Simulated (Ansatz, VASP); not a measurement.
**Two plane-wave programs on PtSe2**

Contents of INCAR:

```
SYSTEM = PtSe2
  PREC = Accurate
  ENCUT = 520
  EDIFF = 1E-7
  ISMEAR = 0
  SIGMA = 0.15
  LREAL = .False.
  LASPH = .True.
  NELM = 100
  ALGO = Normal
  ISIF = 2
  LWAVE = .False.
  LCHARG = .False.
  GGA = PE
  IVDW = 12
  NBANDS = 18
```

The input KPOINTS:

```
Automatic mesh
0
Gamma
  12 12 8
  0 0 0
```

Contents of POSCAR:

```
PtSe2
1.0
    3.2057776477      0.0000000000      0.0000000000
   -1.6028888239      3.5111838211      0.0000000000
    0.0000000000      0.0000000000      4.8219239451
Pt Se
1 2
Direct
    0.0000000000      0.0000000000      0.0000000000
    0.3333333333      0.6666666667      0.2655211092
    0.6666666667      0.3333333333      0.7344788908
```

Input for Ansatz:

```yaml
crystal:
  lattice:
    - [3.2057776477, 0.0, 0.0]
    - [-1.6028888239, 3.5111838211, 0.0]
    - [0.0, 0.0, 4.8219239451]
  atoms:
    - { symbol: Pt, position: [0.0, 0.0, 0.0] }
    - { symbol: Se, position: [0.3333333333, 0.6666666667, 0.2655211092] }
    - { symbol: Se, position: [0.6666666667, 0.3333333333, 0.7344788908] }
basis:
  ecutwfc: 420
kpoints:
  mp_grid: { grid: [12, 12, 8] }
hamiltonian:
  xc: pbe
  pseudopotentials: { kind: paw, azcp: { folder: soft_1 } }
  dispersion: d3bj
scf:
  occupations: { method: gaussian, width: 0.15 }
output:
  forces: true
  stress: true
  eigenvalues: true
```

Change from the starting cell: normal strain along x -0.1500, normal strain along y +0.0750.

Alike in both runs: task single point; functional PBE; dispersion D3(BJ); k mesh 12 × 12 × 8; occupations gaussian, width 0.15 eV; no spin polarisation.

|  | VASP | Ansatz |
| --- | --- | --- |
| version | VASP 6.6.1 | Ansatz 0.2.0 |
| potentials or method | VASP PAW PBE potentials, release 64 (Pt, Se), cutoff 520 eV | scalar-relativistic, plane waves, PAW |
| valence electrons in the cell | 22 | 50 |

Ansatz gave:

| Property | Result |
| --- | --- |
| gap on the k mesh at the Fermi level (eV) | none |
| pressure (GPa) | 20.4 |
| traceless stress, the component that is largest in VASP (GPa) | 20.46 |
| rms of the force components (eV/Å) | 0.988 |

What did VASP give for the same quantities?

gap on the k mesh at the Fermi level (eV): none; pressure (GPa): 20.5; traceless stress, the component that is largest in VASP (GPa): 20.54; rms of the force components (eV/Å): 0.997.

Atom by atom the forces differ by 0.008 eV/Å (rms over components). A gap of «none» marks a metal or a gap that the smearing closes. VASP's potentials hold 22 valence electrons a cell and Ansatz's 50, so a difference there can come from the potentials and not from the codes.

Neither program's run includes spin-orbit coupling.
